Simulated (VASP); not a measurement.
**MgS: single point with PBEsol**

MgS:

```
Mg S
1.0
     0.13524    2.67100    2.67100
     2.67100    0.13524    2.67100
     2.67100    2.67100    0.13524
Mg S
1 1
Direct
  0.00000 0.00000 0.00000
  0.50000 0.50000 0.50000
```

This cell differs from its parent crystal: ratio of the length along [111] to the lengths across it x 1.08, volume and fractional coordinates fixed.

| Property | Result |
| --- | --- |
| Program | VASP 6.6.1 |
| Task | single point |
| Functional | PBEsol |
| Potentials or basis | VASP PAW PBE potentials, release 64 (Mg, S) |
| Cutoff | 520 eV |
| k mesh | 8 × 8 × 8 |
| Occupations | gaussian, width 0.05 eV |
| Spin | no spin polarisation |

- Pressure: -1.1 GPa
- Band gap on the k mesh: 2.34 eV, indirect (least direct gap 3.16 eV)

Stress tensor (GPa, compression positive):
```
-1.13 -2.99 -2.99
-2.99 -1.13 -2.99
-2.99 -2.99 -1.13
```

Levels at points of the mesh, in eV from the valence-band top:
| k point | band 1 | band 2 | band 3 | band 4 | band 5 | band 6 | band 7 | band 8 |
| --- | --- | --- | --- | --- | --- | --- | --- | --- |
| (0.00, 0.00, 0.00) | -12.95 | -0.76 | 0.00 | 0.00 | 3.16 | 6.94 | 8.04 | 8.04 |
| (0.50, 0.00, 0.00) | -11.54 | -5.07 | -1.17 | -0.75 | 3.88 | 6.16 | 6.72 | 9.69 |
| (0.50, 0.50, 0.00) | -11.23 | -4.52 | -2.27 | -1.63 | 2.34 | 4.09 | 11.19 | 12.43 |
| (0.50, 0.50, 0.50) | -11.81 | -5.41 | -0.49 | -0.49 | 4.69 | 7.17 | 7.17 | 9.74 |

It took 11 s on 1 thread of AMD EPYC 9R45 96-Core Processor (Zen 5), with other jobs on the host, peak memory 0.14 GiB.

Caveat: the PAW data sets were made with another functional, which shifts forces and pressure a little. A k mesh can miss the band edges.
